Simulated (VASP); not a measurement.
B: single point with RPBE

The system is B.

```
CELL_PARAMETERS angstrom
0.00000 1.44071 1.44071
1.44071 0.00000 1.44071
1.44071 1.44071 0.00000
ATOMIC_POSITIONS crystal
B 0.00000 0.00000 0.00000
```

```yaml
Program: VASP 6.6.1
Task: single point
Functional: RPBE
Potentials_or_basis: VASP PAW PBE potentials, release 64 (B)
Cutoff: 520 eV
k_mesh: 21 × 21 × 21
Occupations: fermi-dirac, width 0.1 eV
Spin: no spin polarisation
Dipole_correction: no
Further_INCAR_settings: ALGO = Normal; EDIFF = 1e-06; NBANDS = 8
```

```json
{
 "Pressure": "-0.1 GPa"
}
```

Levels at points of the mesh, in eV from the Fermi level:
```tsv
k point	band 1	band 2	band 3	band 4
(0.00, 0.00, 0.00)	-19.10	15.93	15.93	15.93
```

It used 6.2 s of CPU time on 1 thread of AMD EPYC 9R45 (Zen 5), with other jobs on the host.

Caveat: the PAW data sets were made with another functional, which shifts forces and pressure a little.
